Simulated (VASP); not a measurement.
Crystal: BaZrO3.

```
Ba Zr O
1.0
     4.60848    0.00000    0.00000
     0.00000    4.60848    0.00000
     0.00000    0.00000    4.60848
Ba Zr O
1 1 3
Cartesian
  0.0000 0.0000 0.0000
  2.3042 2.3042 2.3042
  2.3042 2.3042 0.0000
  2.3042 0.0000 2.3042
  0.0000 2.3042 2.3042
```

| Property | Result |
| --- | --- |
| Program | VASP 6.6.1 |
| Task | relaxation of cell and atoms |
| Functional | PBE |
| Potentials or basis | VASP PAW PBE potentials, release 64 (Ba_sv, Zr_sv, O) |
| Cutoff | 600 eV |
| k mesh | 6 × 6 × 6 |
| Occupations | fermi-dirac, width 0.02 eV |
| Spin | no spin polarisation |

At the start: pressure -21.6 GPa; volume 19.58 Å³/atom.

Question: How do energy, volume and symmetry change on relaxing?

Answer: Over 5 steps the energy falls by 373.5 meV/atom and the volume is 15.19 Å³/atom (-22.4 %); space group Pm-3m (No. 221, to 0.05 Å).

Step by step:
| step | energy change (eV) | largest force (eV/Å) | pressure (GPa) | volume (Å³) |
| --- | --- | --- | --- | --- |
| 1 | 0.0000 | 0.0000 | -21.59 | 97.88 |
| 2 | -0.9019 | 0.0000 | 32.75 | 65.07 |
| 3 | -1.8668 | 0.0000 | -0.71 | 76.30 |
| 4 | -1.8676 | 0.0000 | 0.07 | 75.90 |
| 5 | -1.8676 | 0.0000 | -0.04 | 75.97 |

Final structure:
```cif
data_structure
_symmetry_space_group_name_H-M 'P 1'
_symmetry_Int_Tables_number 1
_cell_length_a 4.2353
_cell_length_b 4.2353
_cell_length_c 4.2353
_cell_angle_alpha 90.000
_cell_angle_beta 90.000
_cell_angle_gamma 90.000
_cell_volume 75.97
loop_
_atom_site_label
_atom_site_type_symbol
_atom_site_fract_x
_atom_site_fract_y
_atom_site_fract_z
_atom_site_occupancy
Ba1 Ba 0.00000 0.00000 0.00000 1
Zr1 Zr 0.50000 0.50000 0.50000 1
O1 O 0.50000 0.50000 0.00000 1
O2 O 0.50000 0.00000 0.50000 1
O3 O 0.00000 0.50000 0.50000 1
```

Caveat: the volume moved by over 15 % at a fixed basis, so the end points are rough.
